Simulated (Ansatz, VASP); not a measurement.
## SnO: VASP beside Ansatz

Contents of INCAR:

```
PREC = Accurate
ENCUT = 520
EDIFF = 1E-7
ISMEAR = 0
SIGMA = 0.1
LREAL = False
LASPH = True
NELM = 80
ALGO = Normal
ISIF = 2
LWAVE = False
LCHARG = False
GGA = PE
NBANDS = 28
```

The input KPOINTS:

```
regular mesh
0
Gamma
  6 6 4
```

The input POSCAR:

```
SnO
1.0
    4.2219045500      0.0000000000      0.0000000000
   -2.1109522700      3.6562765900      0.0000000000
    0.0000000000      0.0000000000      5.4560547100
Sn O
2 2
Direct
    0.3333333300      0.6666666700      0.7296472000
    0.3333333300      0.6666666700      0.2703528000
    0.6666666700      0.3333333300      0.7553115200
    0.6666666700      0.3333333300      0.2446884800
```

Input for Ansatz:

```yaml
crystal:
  lattice:
    - [4.22190455, 0.0, 0.0]
    - [-2.11095227, 3.65627659, 0.0]
    - [0.0, 0.0, 5.45605471]
  atoms:
    - { symbol: Sn, position: [0.33333333, 0.66666667, 0.7296472] }
    - { symbol: Sn, position: [0.33333333, 0.66666667, 0.2703528] }
    - { symbol: O, position: [0.66666667, 0.33333333, 0.75531152] }
    - { symbol: O, position: [0.66666667, 0.33333333, 0.24468848] }
basis:
  ecutwfc: 420
kpoints:
  mp_grid: { grid: [6, 6, 4] }
hamiltonian:
  xc: pbe
scf:
  occupations: { method: gaussian, width: 0.1 }
  lower_state_search: "off"
output:
  forces: true
  stress: true
  eigenvalues: true
```

Alike in both runs: task single point; functional PBE; k mesh 6 × 6 × 4; occupations gaussian, width 0.1 eV; no spin polarisation.

|  | VASP | Ansatz |
| --- | --- | --- |
| version | VASP 6.6.1 | Ansatz 0.2.0 |
| potentials or method | VASP PAW PBE potentials, release 64 (Sn_d, O), cutoff 520 eV | scalar-relativistic, plane waves, PAW |
| valence electrons in the cell | 40 | 40 |

VASP gave:

| Item | Value |
| --- | --- |
| gap on the k mesh at the Fermi level (eV) | none |
| pressure (GPa) | -5.7 |
| traceless stress, the component that is largest in VASP (GPa) | 28.81 |
| rms of the force components (eV/Å) | 1.809 |

Task: Estimate Ansatz's values.

Result: gap on the k mesh at the Fermi level (eV): none; pressure (GPa): -5.7; traceless stress, the component that is largest in VASP (GPa): 28.94; rms of the force components (eV/Å): 1.804.

Atom by atom the forces differ by 0.004 eV/Å (rms over components). A gap of «none» marks a metal or a gap that the smearing closes.
